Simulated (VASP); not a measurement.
**Hf: single point with PBEsol**

Hf:

```
Hf
1.0
    -1.80500    1.80500    1.80500
     1.80500   -1.80500    1.80500
     1.80500    1.80500   -1.80500
Hf
1
Cartesian
  0.0000 0.0000 0.0000
```

- Program: VASP 6.6.1
- Task: single point
- Functional: PBEsol
- Potentials or basis: VASP PAW PBE potentials, release 64 (Hf_pv)
- Cutoff: 520 eV
- k mesh: 16 × 16 × 16
- Occupations: fermi-dirac, width 0.08 eV
- Spin: no spin polarisation
- Dipole correction: no
- Further INCAR settings: ALGO = Normal; EDIFF = 1e-06; NBANDS = 11

```yaml
Pressure: -9.2 GPa
Band_gap_on_the_k_mesh: zero (band 5 reaches 5.55 eV, above the bottom of band 6 at 3.37 eV)
```

Levels at points of the mesh, in eV from the Fermi level:
```tsv
k point	band 1	band 2	band 3	band 4	band 5	band 6	band 7	band 8	band 9	band 10
(0.00, 0.00, 0.00)	-29.98	-29.98	-29.98	-6.88	1.47	1.47	1.47	4.12	4.12	13.08
(0.50, 0.00, 0.00)	-30.67	-30.21	-29.98	-3.23	-0.43	0.91	3.91	4.87	7.17	9.48
(0.50, 0.50, 0.50)	-30.47	-30.47	-30.47	-2.36	-2.36	6.40	6.40	6.40	6.84	6.84
```

Run time: 37 s on 1 thread of AMD EPYC 7R43 64-Core Processor (Zen 3) (shared host), peak memory 0.13 GiB.

Caveat: the PAW data sets were made with another functional, which shifts forces and pressure a little; spin-orbit coupling is left out, which moves the levels of the heavy elements.
